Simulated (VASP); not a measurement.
Runs of VASP 6.6.1 on V. The structure is that of space group Im-3m (No. 229), or close to it. The cells are those of the table. 

| task | cell | k mesh | cutoff (eV) | smearing | gap on the mesh (eV) | pressure (GPa) |
| --- | --- | --- | --- | --- | --- | --- |
| single point | a = 2.620 Å, angles 109.5°, 1 atom | 8 × 8 × 8 | 520 | gaussian 0.1 eV | none | -18.1 |
| single point | a = 2.541 Å, angles 109.5°, 1 atom | 10 × 10 × 10 | 520 | gaussian 0.1 eV | none | (a) |
| single point | a = 2.537 Å, angles 109.5°, 1 atom | 28 × 28 × 28 | 520 | fermi-dirac 0.15 eV | none | 0.5 |
| relaxation of cell and atoms | relaxed from a = 2.620 Å, angles 109.5°, 1 atom | 10 × 10 × 10 | 600 | gaussian 0.1 eV | none | -0.6 |
| single point | a = 2.534 Å, angles 109.5°, 1 atom | 28 × 28 × 28 | 520 | gaussian 0.1 eV | none | 0.6 |

Alike in all rows: level LDA; potentials or basis VASP PAW LDA potentials, release 64 (V_sv); no spin polarisation.

Question: Estimate the missing entries.

Answer: (a) 0.0.

Caveats: some runs use coarse meshes.

A gap of «none» marks levels without a gap at the run's occupations.
